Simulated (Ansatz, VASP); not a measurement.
Ag in VASP and in Ansatz

```
CELL_PARAMETERS angstrom
0.00000 2.04275 2.04275
2.04275 0.00000 2.04275
2.04275 2.04275 0.00000
ATOMIC_POSITIONS crystal
Ag 0.00000 0.00000 0.00000
```

Alike in both runs: task single point; functional PBEsol; k mesh 11 × 11 × 11; occupations fermi-dirac, width 0.05 eV; collinear spin; Hubbard terms Ag d U = 7.0 eV.

```csv
,VASP,Ansatz
version,VASP 6.6.1,Ansatz 0.2.0
potentials or method,"VASP PAW PBE potentials, release 64 (Ag), cutoff 520 eV","all-electron LAPW, scalar-relativistic"
```

```csv
,VASP,Ansatz,Ansatz less VASP
gap on the k mesh at the Fermi level (eV),none,none,-
pressure (GPa),-4.7,-0.5,+4.22
net moment per atom (μB),0.00,0.00,0.000
```

VASP's potentials were made for PBE, not for PBEsol. The programs project onto different local orbitals, so the same U acts differently, and such runs can settle in different states. A gap of «none» marks a metal or a gap that the smearing closes. Ansatz ran all-electron here, and VASP with PAW potentials.

Noted on Ansatz's run: U is the effective U less J, on atomic orbitals that reach past the spheres.
